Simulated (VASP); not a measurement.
# BAs (Pm-3m) in VASP: further runs

Aim: see how the results for BAs move with the level of theory and the settings. Levels: PBE-based screened hybrid with 25 % exact exchange, PBE-based screened hybrid with 30 % exact exchange, PBE-based screened hybrid with 40 % exact exchange, PBE-based screened hybrid with 50 % exact exchange. Tasks: single point.

All numbers are computed with VASP 6.6.1; they aren't measurements. Logs are shortened: lines on timing, memory, paths and dates and some standing lists are left out, and cuts for length are marked.

## (1) The cell of the first run

It takes space group Pm-3m (No. 221, cubic). The conventional cell has a = 2.957 Å, b = 2.957 Å, c = 2.957 Å, α = 90.00°, β = 90.00°, γ = 90.00°. Within 3.4 Å of B (site symmetry m-3m) lie 8 As at 2.56 Å and 6 B at 2.96 Å. Within 3.4 Å of As (site symmetry m-3m) lie 8 B at 2.56 Å and 6 As at 2.96 Å.

## (2) Single point, PBE-based screened hybrid with 25 % exact exchange

Input file POSCAR:

```
BAs
1.0
    2.9570103300      0.0000000000      0.0000000000
    0.0000000000      2.9570103300      0.0000000000
    0.0000000000      0.0000000000      2.9570103300
B As
1 1
Direct
    0.5000000000      0.5000000000      0.5000000000
    0.0000000000      0.0000000000      0.0000000000
```

Input file INCAR.step1:

```
SYSTEM = BAs
  ALGO = Normal
  EDIFF = 1E-5
  ENCUT = 520
  GGA = PE
  ISIF = 2
  ISMEAR = -1
  LASPH = .TRUE.
  LREAL = .FALSE.
  LWAVE = .TRUE.
  NBANDS = 11
  NELM = 100
  PREC = Accurate
  SIGMA = 0.05
```

Input file INCAR.step2:

```
SYSTEM = BAs
  AEXX = 0.25
  ALGO = Normal
  EDIFF = 1E-7
  ENCUT = 520
  GGA = PE
  HFSCREEN = 0.2
  ISIF = 2
  ISMEAR = -1
  ISTART = 1
  LASPH = .TRUE.
  LCHARG = .TRUE.
  LELF = .TRUE.
  LHFCALC = .TRUE.
  LREAL = .FALSE.
  LVHAR = .TRUE.
  LWAVE = .FALSE.
  NBANDS = 11
  NELM = 100
  PREC = Accurate
  PRECFOCK = Normal
  SIGMA = 0.05
```

Input file KPOINTS:

```
k-points
0
G
  5 5 5
  0 0 0
```

Potentials or basis: VASP PAW PBE potentials, release 64 (B, As).

Launch:

```sh
$ cat potpaw_PBE.64/B/POTCAR potpaw_PBE.64/As/POTCAR > POTCAR
$ cp INCAR.step1 INCAR
$ mpirun -np 1 vasp_std > vasp.out
$ cp INCAR.step2 INCAR
$ mpirun -np 1 vasp_std > vasp.out
```

OUTCAR:

```text
SYSTEM = BAs
   AEXX = 0.25
   EDIFF = 1E-7
   ENCUT = 520
   GGA = PE
   HFSCREEN = 0.2
   ISIF = 2
   ISMEAR = -1
   ISTART = 1
   LASPH = .TRUE.
   LHFCALC = .TRUE.
   LREAL = .FALSE.
   NELM = 100
   PREC = Accurate
   PRECFOCK = Normal

 ion  position               nearest neighbor table
   1  0.500  0.500  0.500-
   2  0.000  0.000  0.000-

  LATTYP: Found a simple cubic cell.
 ALAT       =     2.9570103300

  Lattice vectors:

 A1 = (   2.9570103300,   0.0000000000,   0.0000000000)
 A2 = (   0.0000000000,   2.9570103300,   0.0000000000)
 A3 = (   0.0000000000,   0.0000000000,   2.9570103300)

Analysis of symmetry for initial positions (statically):
=====================================================================
 Subroutine PRICEL returns:
 Original cell was already a primitive cell.

 Routine SETGRP: Setting up the symmetry group for a
 simple cubic supercell.

 Subroutine GETGRP returns: Found 48 space group operations
 (whereof 48 operations were pure point group operations)
 out of a pool of 48 trial point group operations.

The static configuration has the point symmetry O_h .

Analysis of symmetry for dynamics (positions and initial velocities):
=====================================================================
 Subroutine PRICEL returns:
 Original cell was already a primitive cell.

 Routine SETGRP: Setting up the symmetry group for a
 simple cubic supercell.

 Subroutine GETGRP returns: Found 48 space group operations
 (whereof 48 operations were pure point group operations)
 out of a pool of 48 trial point group operations.

The dynamic configuration has the point symmetry O_h .

 Subroutine INISYM returns: Found 48 space group operations
 (whereof 48 operations are pure point group operations),
 and found     1 'primitive' translations

----------------------------------------------------------------------------------------

                                     Primitive cell

  volume of cell :      25.8558

  direct lattice vectors                    reciprocal lattice vectors
     2.957010330  0.000000000  0.000000000     0.338179407  0.000000000  0.000000000
     0.000000000  2.957010330  0.000000000     0.000000000  0.338179407  0.000000000
     0.000000000  0.000000000  2.957010330     0.000000000  0.000000000  0.338179407

  length of vectors
     2.957010330  2.957010330  2.957010330     0.338179407  0.338179407  0.338179407

  position of ions in fractional coordinates (direct lattice)
     0.500000000  0.500000000  0.500000000
     0.000000000  0.000000000  0.000000000

  ion indices of the primitive-cell ions
   primitive index   ion index
                 1           1
                 2           2

----------------------------------------------------------------------------------------

 KPOINTS: k-points

Automatic generation of k-mesh.
 Grid dimensions read from file:
 generate k-points for:    5    5    5

 Generating k-lattice:

  Cartesian coordinates                     Fractional coordinates (reciprocal lattice)
     0.067635881  0.000000000  0.000000000     0.200000000  0.000000000  0.000000000
     0.000000000  0.067635881  0.000000000     0.000000000  0.200000000  0.000000000
     0.000000000  0.000000000  0.067635881     0.000000000  0.000000000  0.200000000

  Length of vectors
     0.067635881  0.067635881  0.067635881

  Shift w.r.t. Gamma in fractional coordinates (k-lattice)
     0.000000000  0.000000000  0.000000000

 Subroutine IBZKPT returns following result:
 ===========================================

 Found     10 irreducible k-points:

 Following reciprocal coordinates:
            Coordinates               Weight
  0.000000  0.000000  0.000000      1.000000
  0.200000  0.000000  0.000000      6.000000
  0.400000  0.000000  0.000000      6.000000
  0.200000  0.200000  0.000000     12.000000
  0.400000  0.200000  0.000000     24.000000
  0.400000  0.400000  0.000000     12.000000
  0.200000  0.200000  0.200000      8.000000
  0.400000  0.200000  0.200000     24.000000
  0.400000  0.400000  0.200000     24.000000
  0.400000  0.400000  0.400000      8.000000
   k-points           NKPTS =     10   k-points in BZ     NKDIM =    125   number of bands    NBANDS=     11
   number of dos      NEDOS =    301   number of ions     NIONS =      2
   total plane-waves  NPLWV =  13824
   dimension x,y,z NGX =    24 NGY =   24 NGZ =   24
   dimension x,y,z NGXF=    48 NGYF=   48 NGZF=   48
   ions per type =               1   1
   NGX,Y,Z   is equivalent  to a cutoff of  13.49, 13.49, 13.49 a.u.
   NGXF,Y,Z  is equivalent  to a cutoff of  26.99, 26.99, 26.99 a.u.
 SYSTEM =  BAs
   PREC   = accura    normal or accurate (medium, high low for compatibility)
   ISTART =      1    job   : 0-new  1-cont  2-samecut
   ICHARG =      0    charge: 1-file 2-atom 10-const
   ISPIN  =      1    spin polarized calculation?
   LNONCOLLINEAR =      F non collinear calculations
   LSORBIT =      F    spin-orbit coupling
   LASPH  =      T    aspherical Exc in radial PAW
   ENCUT  =  520.0 eV  38.22 Ry    6.18 a.u.   5.50  5.50  5.50*2*pi/ulx,y,z
   NELM   =    100;   NELMIN=  2; NELMDL=  0     # of ELM steps
   EDIFF  = 0.1E-06   stopping-criterion for ELM
   LREAL  =      F    real-space projection
   EDIFFG = 0.1E-05   stopping-criterion for IOM
   NSW    =      0    number of steps for IOM
   IBRION =     -1    ionic relax: 0-MD 1-quasi-New 2-CG
   NFREE  =      0    steps in history (QN), initial steepest desc. (CG)
   ISIF   =      2    stress and relaxation
   ISYM   =      3    0-nonsym 1-usesym 2-fastsym
   POTIM  = 0.5000    time-step for ionic-motion
   TEBEG  =    0.0;   TEEND  =   0.0 temperature during run
   PSTRESS=    0.0 pullay stress
   NELECT =       8.0000    total number of electrons
   NUPDOWN=      -1.0000    fix difference up-down
   EMIN   =  10.00;   EMAX   =-10.00  energy-range for DOS
   EFERMI =   0.00;   METHOD = LEGACY
   ISMEAR =    -1;   SIGMA  =   0.05  broadening in eV -4-tet -1-fermi 0-gaus
   EFERMI_NEDOS =   21; number of points for ismear=-14 and -15
   IALGO  =     38    algorithm
   IMIX   =      1    mixing-type and parameters
     AMIX     =   0.40;   BMIX     =  1.00
     AMIX_MAG =   1.60;   BMIX_MAG =  1.00
  volume/ion in A,a.u.               =      12.93        87.24
  Fermi-wavevector in a.u.,A,eV,Ry     =   1.107266  2.092429 16.681261  1.226038
  Thomas-Fermi vector in A             =   2.243778
   LORBIT       =      0    0 simple, 1 ext, 2 COOP (PROOUT), +10 PAW based schemes
   GGA     = PE    functional components
   LHFCALC =     T    Hartree Fock is set to
   PRECFOCK=normal    Normal, Fast or Accurate (Low or Medium for compatibility)
   ENCUT4O =  -1.0   cutoff for four orbital integrals eV
   NKREDX  =     1    reduce k-point grid by
   NKREDY  =     1    reduce k-point grid by
   NKREDZ  =     1    reduce k-point grid by
   AEXX    =    0.2500 exact exchange contribution
   HFSCREEN=    0.2000 screening length (either q_TF or 0.3 A-1)
   HFSCREENC=   0.2000 screening length for correlation (either q_TF or 0.3 A-1)
   ENCUTFOCK=  -1.0 apply spherical cutoff to Coloumb kernel
   IVDW    =     0    specifies the selected vdW correction
   LEPSILON=     F    determine dielectric tensor
   LRPA    =     F    only Hartree local field effects (RPA)
 non-spin polarized calculation
  energy-cutoff  :      520.00
  volume of cell :       25.86
 maximum number of plane-waves:       739
 NGX is ok and might be reduce to    24
  NGX = 18; NGY = 18; NGZ = 18

 number of electron       7.9999999 magnetization

 Free energy of the ion-electron system (eV)
  ---------------------------------------------------
  ext. energy  EPLUGINS =         0.00000000
  ---------------------------------------------------
  free energy    TOTEN  =        -9.65261191 eV

  energy without entropy =       -9.64903882  energy(sigma->0) =       -9.65082536

 E-fermi :   7.0438     XC(G=0):  -9.3233

 val. band max:        6.8883598023   @ k =   0.4000   0.4000   0.2000
 cond. band min:       7.3483569080   @ k =   0.2000   0.2000   0.0000
 fundamental gap:      0.4599971057
 Fermi energy:         7.0438474408

 k-point     1 :       0.0000    0.0000    0.0000
  band No.  band energies     occupation
      1     -10.5805      2.00000
      2       5.8558      2.00000
      3       5.8558      2.00000
      4       5.8558      2.00000
      5       6.4086      1.99999
      6      12.9683      0.00000
      7      12.9683      0.00000
      8      17.1165      0.00000
      9      17.1165      0.00000
     10      17.1165      0.00000
     11      26.5753      0.00000

 k-point     2 :       0.2000    0.0000    0.0000
  band No.  band energies     occupation
      1      -9.8976      2.00000
      2       1.1491      2.00000
      3       6.6193      1.99959
      4       6.6193      1.99959
      5       8.3451      0.00000
      6      13.6391      0.00000
      7      15.2655      0.00000
      8      15.4542      0.00000
      9      15.4542      0.00000
     10      17.5726      0.00000
     11      24.2076      0.00000

 k-point     3 :       0.4000    0.0000    0.0000
  band No.  band energies     occupation
      1      -8.0190      2.00000
      2      -3.4272      2.00000
      3       8.7810      0.00000
      4       8.7810      0.00000
      5      10.0058      0.00000
      6      12.0130      0.00000
      7      12.0130      0.00000
      8      12.6975      0.00000
      9      15.5606      0.00000
     10      19.5738      0.00000
     11      24.3573      0.00000
[... 71 lines left out ...]
 k-point     9 :       0.4000    0.4000    0.2000
  band No.  band energies     occupation
      1      -4.7519      2.00000
      2      -0.3855      2.00000
      3       0.4307      2.00000
      4       3.7490      2.00000
      5       6.8884      1.91459
      6       9.4754      0.00000
      7      11.2647      0.00000
      8      13.0882      0.00000
      9      22.1349      0.00000
     10      23.7614      0.00000
     11      23.8633      0.00000

 k-point    10 :       0.4000    0.4000    0.4000
  band No.  band energies     occupation
      1      -2.9452      2.00000
      2       1.1702      2.00000
      3       2.6395      2.00000
      4       2.6395      2.00000
      5       4.6602      2.00000
      6       6.5273      1.99993
      7       6.5273      1.99993
      8       9.2599      0.00000
      9      25.4745      0.00000
     10      26.4442      0.00000
     11      26.4442      0.00000

------------------------ aborting loop because EDIFF is reached ----------------------------------------

  FORCE on cell =-STRESS in cart. coord.  units (eV):
  Direction    XX          YY          ZZ          XY          YZ          ZX
  --------------------------------------------------------------------------------------
  -------------------------------------------------------------------------------------
  Total       -1.4581118     -1.4581118     -1.4581118      0.0000000      0.0000000     -0.0000000
  in kB      -90.3530628    -90.3530628    -90.3530628      0.0000000      0.0000000     -0.0000000
  external PRESSURE =     -90.3530628 kB  Pullay stress =       0.0000000 kB

 VOLUME and BASIS-vectors are now :
 -----------------------------------------------------------------------------
  energy-cutoff  :      520.00
  volume of cell :       25.86
      direct lattice vectors                 reciprocal lattice vectors
     2.957010330  0.000000000  0.000000000     0.338179407  0.000000000  0.000000000
     0.000000000  2.957010330  0.000000000     0.000000000  0.338179407  0.000000000
     0.000000000  0.000000000  2.957010330     0.000000000  0.000000000  0.338179407

 POSITION                                       TOTAL-FORCE (eV/Angst)
 -----------------------------------------------------------------------------------
      1.47851      1.47851      1.47851         0.000000      0.000000      0.000000
      0.00000      0.00000      0.00000         0.000000      0.000000      0.000000
 -----------------------------------------------------------------------------------
    total drift:                               -0.000000     -0.000001     -0.000002

  FREE ENERGIE OF THE ION-ELECTRON SYSTEM (eV)
  ---------------------------------------------------
  free  energy   TOTEN  =        -9.6526119062 eV

  energy  without entropy=       -9.6490388219  energy(sigma->0) =       -9.65082536
```

It took 9.1 min on 1 thread of Intel Xeon 8259CL, shared host; peak memory 0.22 GiB.

Results:

```yaml
Free_energy: -9.6526 eV
Pressure: -9.0 GPa
Band_gap_on_the_k_mesh: zero (bands 4 and 5 overlap by 4.12 eV)
```

Caveat: the k points lie up to 0.42 Å⁻¹ apart, too coarse for converged energies and pressures of a metal; the PAW data sets were made with another functional, which shifts forces and pressure a little.

[end of part 1 of 2]

The gap in the log of VASP goes by the Fermi energy; the results here count the filled bands.